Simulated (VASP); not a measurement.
# Ge2Pd (R-3m) in VASP: notebook

Runs on Ge2Pd. Level: PBE. Tasks: single point, relaxation of cell and atoms.

All numbers are computed with VASP 6.6.1; they aren't measurements. Logs are shortened: lines on timing, memory, paths and dates and some standing lists are left out, and cuts for length are marked.

## Step 1: The cell of the first run

Symmetry: R-3m, No. 166, trigonal system. The conventional cell has a = 3.401 Å, b = 3.401 Å, c = 15.408 Å, α = 90.00°, β = 90.00°, γ = 120.00°. Within 3.1 Å of Ge (site symmetry 3m) lie 3 Pd at 2.35 Å. Within 3.1 Å of Pd (site symmetry -3m) lie 6 Ge at 2.35 Å.

## Step 2: Single point, PBE

Input file INCAR:

```
  PREC = Accurate
  ENCUT = 520
  EDIFF = 1E-6
  ISMEAR = 0
  SIGMA = 0.1
  LREAL = F
  LASPH = T
  NELM = 80
  ALGO = Normal
  ISIF = 2
  LWAVE = F
  LCHARG = F
  GGA = PE
  NBANDS = 26
```

Input file KPOINTS:

```
Automatic mesh
0
Gamma
  6 6 6
```

Input file POSCAR:

```
Ge2Pd
1.0
    1.7004901696      0.9817784572      5.1359153194
   -1.7004901696      0.9817784572      5.1359153194
    0.0000000000     -1.9635569143      5.1359153194
Ge Pd
2 1
Direct
    0.7500000000      0.7500000000      0.7500000000
    0.2500000000      0.2500000000      0.2500000000
    0.0000000000      0.0000000000      0.0000000000
```

Potentials or basis: VASP PAW PBE potentials, release 64 (Ge_d, Pd).

Command:

```console
$ cat potpaw_PBE.64/Ge_d/POTCAR potpaw_PBE.64/Pd/POTCAR > POTCAR
$ mpirun -np 1 vasp_std > vasp.out
```

OUTCAR:

```text
PREC = Accurate
   ENCUT = 520
   EDIFF = 1E-6
   ISMEAR = 0
   LREAL = F
   LASPH = T
   NELM = 80
   ISIF = 2
   GGA = PE

 ion  position               nearest neighbor table
   1  0.750  0.750  0.750-   3 2.35   3 2.35   3 2.35
   2  0.250  0.250  0.250-   3 2.35   3 2.35   3 2.35
   3  0.000  0.000  0.000-   1 2.35   2 2.35   1 2.35   1 2.35   2 2.35   2 2.35

  LATTYP: Found a trigonal (rhomboedric) cell.
 ALAT       =     5.4984708714
 COS(alpha) =     0.8087090651

  Lattice vectors:

 A1 = (   1.7004901696,   0.9817784572,   5.1359153194)
 A2 = (  -1.7004901696,   0.9817784572,   5.1359153194)
 A3 = (   0.0000000000,  -1.9635569143,   5.1359153194)

Analysis of symmetry for initial positions (statically):
=====================================================================
 Subroutine PRICEL returns:
 Original cell was already a primitive cell.

 Routine SETGRP: Setting up the symmetry group for a
 trigonal (rhombohedral) supercell.

 Subroutine GETGRP returns: Found 12 space group operations
 (whereof 12 operations were pure point group operations)
 out of a pool of 12 trial point group operations.

The static configuration has the point symmetry D_3d.

Analysis of symmetry for dynamics (positions and initial velocities):
=====================================================================
 Subroutine PRICEL returns:
 Original cell was already a primitive cell.

 Routine SETGRP: Setting up the symmetry group for a
 trigonal (rhombohedral) supercell.

 Subroutine GETGRP returns: Found 12 space group operations
 (whereof 12 operations were pure point group operations)
 out of a pool of 12 trial point group operations.

The dynamic configuration has the point symmetry D_3d.

 Subroutine INISYM returns: Found 12 space group operations
 (whereof 12 operations are pure point group operations),
 and found     1 'primitive' translations

----------------------------------------------------------------------------------------

                                     Primitive cell

  volume of cell :      51.4466

  direct lattice vectors                    reciprocal lattice vectors
[... 81 lines left out ...]
   ISTART =      0    job   : 0-new  1-cont  2-samecut
   ICHARG =      2    charge: 1-file 2-atom 10-const
   ISPIN  =      1    spin polarized calculation?
   LNONCOLLINEAR =      F non collinear calculations
   LSORBIT =      F    spin-orbit coupling
   LASPH  =      T    aspherical Exc in radial PAW
   ENCUT  =  520.0 eV  38.22 Ry    6.18 a.u.  10.22 10.22 10.22*2*pi/ulx,y,z
   NELM   =     80;   NELMIN=  2; NELMDL= -5     # of ELM steps
   EDIFF  = 0.1E-05   stopping-criterion for ELM
   LREAL  =      F    real-space projection
   EDIFFG = 0.1E-04   stopping-criterion for IOM
   NSW    =      0    number of steps for IOM
   IBRION =     -1    ionic relax: 0-MD 1-quasi-New 2-CG
   NFREE  =      0    steps in history (QN), initial steepest desc. (CG)
   ISIF   =      2    stress and relaxation
   ISYM   =      2    0-nonsym 1-usesym 2-fastsym
   POTIM  = 0.5000    time-step for ionic-motion
   TEBEG  =    0.0;   TEEND  =   0.0 temperature during run
   PSTRESS=    0.0 pullay stress
   NELECT =      38.0000    total number of electrons
   NUPDOWN=      -1.0000    fix difference up-down
   EMIN   =  10.00;   EMAX   =-10.00  energy-range for DOS
   EFERMI =   0.00;   METHOD = LEGACY
   ISMEAR =     0;   SIGMA  =   0.10  broadening in eV -4-tet -1-fermi 0-gaus
   EFERMI_NEDOS =   21; number of points for ismear=-14 and -15
   IALGO  =     38    algorithm
   IMIX   =      4    mixing-type and parameters
     AMIX     =   0.40;   BMIX     =  1.00
     AMIX_MAG =   1.60;   BMIX_MAG =  1.00
  volume/ion in A,a.u.               =      17.15       115.73
  Fermi-wavevector in a.u.,A,eV,Ry     =   1.479848  2.796507 29.796081  2.189950
  Thomas-Fermi vector in A             =   2.593955
   LORBIT       =      0    0 simple, 1 ext, 2 COOP (PROOUT), +10 PAW based schemes
   GGA     = PE    functional components
   LHFCALC =     F    Hartree Fock is set to
   AEXX    =    0.0000 exact exchange contribution
   IVDW    =     0    specifies the selected vdW correction
   LEPSILON=     F    determine dielectric tensor
   LRPA    =     F    only Hartree local field effects (RPA)
 non-spin polarized calculation
 Gauss-broadening in eV      SIGMA  =   0.10
  energy-cutoff  :      520.00
  volume of cell :       51.45
 maximum number of plane-waves:      1411
 NGX is ok and might be reduce to    42
   NGX = 21   NGY = 21   NGZ = 21

 number of electron      38.0000014 magnetization

 Free energy of the ion-electron system (eV)
  ---------------------------------------------------
  ext. energy  EPLUGINS =         0.00000000
  ---------------------------------------------------
  free energy    TOTEN  =       -12.70094993 eV

  energy without entropy =      -12.68762153  energy(sigma->0) =      -12.69428573

 E-fermi :   8.1635     XC(G=0): -11.7140

 val. band max:        8.1366006071   @ k =   0.5000   0.1667   0.1667
 cond. band min:       8.1911090323   @ k =   0.5000   0.3333   0.3333
 fundamental gap:      0.0545084252
 Fermi energy:         8.1635237074

 k-point     1 :       0.0000    0.0000    0.0000
  band No.  band energies     occupation
      1     -16.6865      2.00000
      2     -16.6865      2.00000
      3     -16.6663      2.00000
      4     -16.6663      2.00000
      5     -16.6605      2.00000
      6     -16.6605      2.00000
[... 685 lines left out ...]
     25      16.8058      0.00000
     26      17.2876      0.00000

 [... further k-points ...]

------------------------ aborting loop because EDIFF is reached ----------------------------------------

  FORCE on cell =-STRESS in cart. coord.  units (eV):
  Direction    XX          YY          ZZ          XY          YZ          ZX
  --------------------------------------------------------------------------------------
  -------------------------------------------------------------------------------------
  Total       10.7585370     10.7585370      9.0422653      0.0000000      0.0000000      0.0000000
  in kB      335.0480316    335.0480316    281.5989937      0.0000000      0.0000000      0.0000000
  external PRESSURE =     317.2316856 kB  Pullay stress =       0.0000000 kB

 VOLUME and BASIS-vectors are now :
 -----------------------------------------------------------------------------
  energy-cutoff  :      520.00
  volume of cell :       51.45
      direct lattice vectors                 reciprocal lattice vectors
     1.700490170  0.981778457  5.135915319     0.294032867  0.169759955  0.064902420
    -1.700490170  0.981778457  5.135915319    -0.294032867  0.169759955  0.064902420
     0.000000000 -1.963556914  5.135915319     0.000000000 -0.339519910  0.064902420

 POSITION                                       TOTAL-FORCE (eV/Angst)
 -----------------------------------------------------------------------------------
      0.00000      0.00000     11.55581         0.000000      0.000000      3.769671
      0.00000      0.00000      3.85194         0.000000     -0.000000     -3.769671
      0.00000      0.00000      0.00000         0.000000      0.000000      0.000000
 -----------------------------------------------------------------------------------
    total drift:                                0.000000      0.000000     -0.000000

  FREE ENERGIE OF THE ION-ELECTRON SYSTEM (eV)
  ---------------------------------------------------
  free  energy   TOTEN  =       -12.7009499257 eV

  energy  without entropy=      -12.6876215335  energy(sigma->0) =      -12.69428573
```

OSZICAR:

```text
N       E                     dE             d eps       ncg     rms          rms(c)
DAV:   1     0.288601902953E+03    0.28860E+03   -0.18809E+04  2018   0.384E+03
DAV:   2     0.253532517776E+02   -0.26325E+03   -0.25526E+03  1664   0.650E+02
DAV:   3    -0.118006623389E+02   -0.37154E+02   -0.36779E+02  1886   0.157E+02
DAV:   4    -0.130304444864E+02   -0.12298E+01   -0.12247E+01  1898   0.310E+01
DAV:   5    -0.130605646210E+02   -0.30120E-01   -0.30114E-01  2138   0.504E+00    0.121E+01
DAV:   6    -0.128007493312E+02    0.25982E+00   -0.11108E+00  1770   0.780E+00    0.628E+00
DAV:   7    -0.127328020056E+02    0.67947E-01   -0.36099E-01  2104   0.579E+00    0.314E+00
DAV:   8    -0.127017816102E+02    0.31020E-01   -0.66401E-02  1764   0.203E+00    0.348E-01
DAV:   9    -0.127010052433E+02    0.77637E-03   -0.76387E-03  2214   0.801E-01    0.112E-01
DAV:  10    -0.127009491898E+02    0.56054E-04   -0.13728E-03  1752   0.306E-01    0.318E-02
DAV:  11    -0.127009480863E+02    0.11035E-05   -0.63306E-05  1964   0.772E-02    0.154E-02
DAV:  12    -0.127009500254E+02   -0.19391E-05   -0.68845E-06  1652   0.271E-02    0.475E-03
DAV:  13    -0.127009499257E+02    0.99669E-07   -0.77768E-07   928   0.926E-03
   1 F= -.12700950E+02 E0= -.12694286E+02  d E =-.133284E-01
```

Run time: 1.9 min. Hardware: 1 thread of Intel Xeon Platinum 8488C (Sapphire Rapids), shared host; peak memory 0.26 GiB.

Results:

```yaml
Free_energy: -12.7009 eV
Pressure: 31.7 GPa
Largest_force: 3.770 eV/Å
Band_gap_on_the_k_mesh: zero (band 19 reaches 12.66 eV, above the bottom of band 20 at 7.31 eV)
```

Forces in eV/Å, atoms in the order of the input:
```
Ge   0.000  0.000  3.770
Ge   0.000  0.000 -3.770
Pd   0.000  0.000  0.000
```

Caveat: the k points lie up to 0.36 Å⁻¹ apart; forces of over 1 eV/Å act on the atoms, so gaps and moduli don't describe the material at rest.

## Step 3: Single point, PBE

This run uses another cell than the first one, of 18.68 Å³/atom, 1.089 times its volume.

Input file INCAR:

```
SYSTEM = Ge2Pd
ALGO = Normal ; EDIFF = 1E-7
ENCUT = 520 ; GGA = PE
ISIF = 2 ; ISMEAR = 0
LASPH = .TRUE. ; LCHARG = .FALSE.
LREAL = .FALSE. ; LWAVE = .FALSE.
NBANDS = 26 ; NELM = 60
PREC = Accurate ; SIGMA = 0.1
```

Input file KPOINTS:

```
k-points
0
G
  6 6 6
  0 0 0
```

Input file POSCAR:

```
Ge2Pd
1.0
    2.1094199918      1.2178742001      3.6352780404
   -2.1094199918      1.2178742001      3.6352780404
    0.0000000000     -2.4357484002      3.6352780404
Ge Pd
2 1
Direct
    0.7573073203      0.7573073203      0.7573073203
    0.2426926797      0.2426926797      0.2426926797
    0.0000000000      0.0000000000      0.0000000000
```

Potentials or basis: VASP PAW PBE potentials, release 64 (Ge_d, Pd).

Command:

```console
$ cat potpaw_PBE.64/Ge_d/POTCAR potpaw_PBE.64/Pd/POTCAR > POTCAR
$ mpirun -np 1 vasp_std > vasp.out
```

OUTCAR:

```text
SYSTEM = Ge2Pd
   EDIFF = 1E-7
   ENCUT = 520
   GGA = PE
   ISIF = 2
   ISMEAR = 0
   LASPH = .TRUE.
   LREAL = .FALSE.
   NELM = 60
   PREC = Accurate

 ion  position               nearest neighbor table
   1  0.757  0.757  0.757-   3 2.63   3 2.63   3 2.63   3 2.65
   2  0.243  0.243  0.243-   3 2.63   3 2.63   3 2.63   3 2.65
   3  0.000  0.000  0.000-   1 2.63   1 2.63   2 2.63   2 2.63   1 2.63   2 2.63   2 2.65   1 2.65

  LATTYP: Found a trigonal (rhomboedric) cell.
 ALAT       =     4.3758561105
 COS(alpha) =     0.5352386063

  Lattice vectors:

 A1 = (   2.1094199918,   1.2178742001,   3.6352780404)
 A2 = (  -2.1094199918,   1.2178742001,   3.6352780404)
 A3 = (   0.0000000000,  -2.4357484002,   3.6352780404)

Analysis of symmetry for initial positions (statically):
=====================================================================
 Subroutine PRICEL returns:
 Original cell was already a primitive cell.

 Routine SETGRP: Setting up the symmetry group for a
[... 167 lines left out ...]
  free energy    TOTEN  =       -14.87374013 eV

  energy without entropy =      -14.86542232  energy(sigma->0) =      -14.86958122

 E-fermi :   7.1671     XC(G=0): -11.2646

 val. band max:        7.1547937442   @ k =   0.1667   0.1667   0.1667
 cond. band min:       7.2237457676   @ k =   0.5000  -0.0000  -0.0000
 fundamental gap:      0.0689520234
 Fermi energy:         7.1671244988

 k-point     1 :       0.0000    0.0000    0.0000
  band No.  band energies     occupation
      1     -17.7087      2.00000
      2     -17.7087      2.00000
      3     -17.6752      2.00000
      4     -17.6752      2.00000
      5     -17.6752      2.00000
      6     -17.6268      2.00000
[... 685 lines left out ...]
     25      15.2231      0.00000
     26      17.5839      0.00000

 [... further k-points ...]

------------------------ aborting loop because EDIFF is reached ----------------------------------------

  FORCE on cell =-STRESS in cart. coord.  units (eV):
  Direction    XX          YY          ZZ          XY          YZ          ZX
  --------------------------------------------------------------------------------------
  -------------------------------------------------------------------------------------
  Total        0.1009707      0.1009707     -0.0525416      0.0000000      0.0000000      0.0000000
  in kB        2.8870331      2.8870331     -1.5023103      0.0000000      0.0000000      0.0000000
  external PRESSURE =       1.4239186 kB  Pullay stress =       0.0000000 kB

 VOLUME and BASIS-vectors are now :
 -----------------------------------------------------------------------------
  energy-cutoff  :      520.00
  volume of cell :       56.03
      direct lattice vectors                 reciprocal lattice vectors
     2.109419992  1.217874200  3.635278040     0.237031981  0.136850478  0.091694041
    -2.109419992  1.217874200  3.635278040    -0.237031981  0.136850478  0.091694041
     0.000000000 -2.435748400  3.635278040     0.000000000 -0.273700956  0.091694041

 POSITION                                       TOTAL-FORCE (eV/Angst)
 -----------------------------------------------------------------------------------
      0.00000      0.00000      8.25907         0.000000     -0.000000     -0.006255
      0.00000      0.00000      2.64677         0.000000     -0.000000      0.006255
      0.00000      0.00000      0.00000         0.000000      0.000000      0.000000
 -----------------------------------------------------------------------------------
    total drift:                                0.000000     -0.000000      0.000000

  FREE ENERGIE OF THE ION-ELECTRON SYSTEM (eV)
  ---------------------------------------------------
  free  energy   TOTEN  =       -14.8737401291 eV

  energy  without entropy=      -14.8654223176  energy(sigma->0) =      -14.86958122
```

OSZICAR:

```text
N       E                     dE             d eps       ncg     rms          rms(c)
DAV:   1     0.295291246869E+03    0.29529E+03   -0.18785E+04  2026   0.375E+03
DAV:   2     0.259025814971E+02   -0.26939E+03   -0.26105E+03  1664   0.674E+02
DAV:   3    -0.137257464768E+02   -0.39628E+02   -0.39108E+02  1904   0.160E+02
DAV:   4    -0.151504981119E+02   -0.14248E+01   -0.14211E+01  1918   0.329E+01
DAV:   5    -0.151843465416E+02   -0.33848E-01   -0.33845E-01  2070   0.533E+00    0.718E+00
DAV:   6    -0.149903240354E+02    0.19402E+00   -0.17599E+00  1730   0.905E+00    0.389E+00
DAV:   7    -0.148943053683E+02    0.96019E-01   -0.33207E-01  1768   0.520E+00    0.234E+00
DAV:   8    -0.148740946272E+02    0.20211E-01   -0.50632E-02  1972   0.176E+00    0.260E-01
DAV:   9    -0.148733280409E+02    0.76659E-03   -0.46920E-03  2154   0.803E-01    0.141E-01
DAV:  10    -0.148737051573E+02   -0.37712E-03   -0.14159E-03  1906   0.474E-01    0.357E-02
DAV:  11    -0.148737383479E+02   -0.33191E-04   -0.12392E-04  1810   0.140E-01    0.182E-02
DAV:  12    -0.148737401441E+02   -0.17962E-05   -0.27159E-05  1786   0.553E-02    0.748E-03
DAV:  13    -0.148737400733E+02    0.70778E-07   -0.42861E-06  1812   0.146E-02    0.702E-04
DAV:  14    -0.148737401291E+02   -0.55788E-07   -0.13200E-07  1588   0.273E-03
   1 F= -.14873740E+02 E0= -.14869581E+02  d E =-.831781E-02
```

Wall time 60 s (1 thread of Intel Xeon Platinum 8488C (Sapphire Rapids), shared host); peak memory 0.22 GiB.

What came out:

```
Free energy            : -14.8737 eV
Pressure               : 0.1 GPa
Largest force          : 0.006 eV/Å
Band gap on the k mesh : zero (band 19 reaches 9.52 eV, above the bottom of band 20 at 5.80 eV)
```

Forces in eV/Å, atoms in the order of the input:
```
Ge   0.000  0.000 -0.006
Ge   0.000  0.000  0.006
Pd   0.000  0.000  0.000
```

## Step 4: Relaxation of cell and atoms, PBE

Input file INCAR:

```
  PREC = Accurate
  ENCUT = 600
  EDIFF = 1E-7
  ISMEAR = 0
  SIGMA = 0.1
  LREAL = False
  LASPH = True
  NELM = 100
  ALGO = Normal
  ISIF = 3
  LWAVE = False
  LCHARG = False
  GGA = PE
  IBRION = 2
  NSW = 90
  EDIFFG = -0.04
```

Input file KPOINTS:

```
Automatic mesh
0
Gamma
  6 6 6
```

Input file POSCAR:

```
Ge2Pd
1.0
    1.7004901696      0.9817784572      5.1359153194
   -1.7004901696      0.9817784572      5.1359153194
    0.0000000000     -1.9635569143      5.1359153194
Ge Pd
2 1
Direct
    0.7500000000      0.7500000000      0.7500000000
    0.2500000000      0.2500000000      0.2500000000
    0.0000000000      0.0000000000      0.0000000000
```

Command:

```console
$ cat potpaw_PBE.64/Ge_d/POTCAR potpaw_PBE.64/Pd/POTCAR > POTCAR
$ mpirun -np 1 vasp_std > vasp.out
```

It took 37 min on 1 thread of Intel Xeon Platinum 8488C (Sapphire Rapids), shared host; peak memory 0.39 GiB.

It converged, with:

```
Free energy                            : -14.3926 eV
Relaxed volume                         : 17.47 Å³/atom
Relaxed cell                           : a = 6.269 Å, b = 6.269 Å, c = 6.269 Å, α = 29.36°, β = 29.36°, γ = 29.36°
Space group after relaxing (to 0.05 Å) : R-3m (No. 166)
Energy gained by relaxing              : 563.8 meV/atom
Ionic steps                            : 23
Pressure after relaxing                : 0.0 GPa
Largest force after relaxing           : 0.023 eV/Å
Band gap on the k mesh                 : zero (band 19 reaches 12.61 eV, above the bottom of band 20 at 7.12 eV)
```

Forces on the atoms (eV/Å):
```
Ge   0.000  0.000  0.023
Ge   0.000  0.000 -0.023
Pd   0.000  0.000  0.000
```

Stress tensor (GPa, compression positive):
```
-0.06  0.00  0.00
 0.00 -0.06  0.00
 0.00  0.00  0.15
```

The path:
| step | energy change (eV) | largest force (eV/Å) | pressure (GPa) | volume (Å³) |
| --- | --- | --- | --- | --- |
| 1 | 0.0000 | 3.7697 | 31.77 | 51.45 |
| 2 | -0.2090 | 0.6840 | -12.72 | 81.13 |
| 3 | -1.2319 | 0.5239 | -2.43 | 63.90 |
| 4 | -1.2352 | 0.6007 | -1.72 | 63.32 |
| 5 | -1.2357 | 0.6558 | -1.17 | 62.93 |
| 6 | -1.2810 | 0.6586 | -0.96 | 61.88 |
| 7 | -1.4029 | 0.5589 | -0.10 | 58.81 |
| 8 | -1.4658 | 0.0616 | 4.73 | 52.96 |
| 9 | -1.4767 | 0.3593 | 2.33 | 55.17 |
| 10 | -1.5059 | 0.0069 | -1.08 | 56.30 |
| 11 | -1.5059 | 0.0117 | -1.13 | 56.32 |
| 12 | -1.5211 | 0.1346 | -1.02 | 55.77 |
| 13 | -1.5431 | 0.2504 | -0.81 | 54.78 |
| 14 | -1.5743 | 0.9627 | 0.17 | 52.71 |
| 15 | -1.5722 | 0.5502 | -0.44 | 53.61 |
| 16 | -1.5768 | 0.7707 | -0.19 | 53.15 |
| 17 | -1.5820 | 0.8225 | -0.12 | 52.99 |
| 18 | -1.5903 | 0.9450 | 0.20 | 52.49 |
| 19 | -1.5988 | 0.8771 | 0.11 | 52.49 |
| 20 | -1.6206 | 0.6962 | -0.05 | 52.49 |
| 21 | -1.6539 | 0.5013 | -0.13 | 52.48 |
| 22 | -1.6902 | 0.0745 | -0.05 | 52.43 |
| 23 | -1.6915 | 0.0227 | 0.01 | 52.42 |

Final structure:
```
Ge Pd
1.0
     1.58876    0.91727    5.99494
    -1.58876    0.91727    5.99494
     0.00000   -1.83454    5.99494
Ge Pd
2 1
Direct
  0.77465 0.77465 0.77465
  0.22535 0.22535 0.22535
  0.00000 0.00000 0.00000
```

Levels at points of the mesh, in eV from the Fermi level:
```
           k point  band 17  band 18  band 19  band 20  band 21  band 22
(0.00, 0.00, 0.00)    -2.88    -2.88     4.54     5.27     5.27     6.25
(0.50, 0.00, 0.00)    -3.05    -1.92    -0.23     0.12     1.69     2.36
(0.50, 0.50, 0.00)    -3.05    -1.92    -1.02     0.31     1.28     4.40
(0.50, 0.50, 0.50)    -2.87    -2.87     0.59     4.67     4.67     6.87
```

Caveat: the k points lie up to 0.38 Å⁻¹ apart in the final cell.

## Step 5: Summary

| task | cell | cutoff (eV) | gap on the mesh (eV) | pressure (GPa) | largest force (eV/Å) |
| --- | --- | --- | --- | --- | --- |
| single point | a = 5.498 Å, angles 36.0°, 3 atoms | 520 | none | 31.7 | 3.77 |
| single point | a = 4.376 Å, angles 57.6°, 3 atoms | 520 | none | 0.1 | 0.01 |
| relaxation of cell and atoms | relaxed from a = 5.498 Å, angles 36.0°, 3 atoms | 600 | none | 0.0 | 0.02 |

Alike in all rows: level PBE; potentials or basis VASP PAW PBE potentials, release 64 (Ge_d, Pd); no spin polarisation; k mesh 6 × 6 × 6; smearing gaussian 0.1 eV.

Caveats: some runs use coarse meshes; forces of over 1 eV/Å act on the atoms, so gaps and moduli don't describe the material at rest (some runs).

Absolute energies hang on the potentials; compare differences alone.
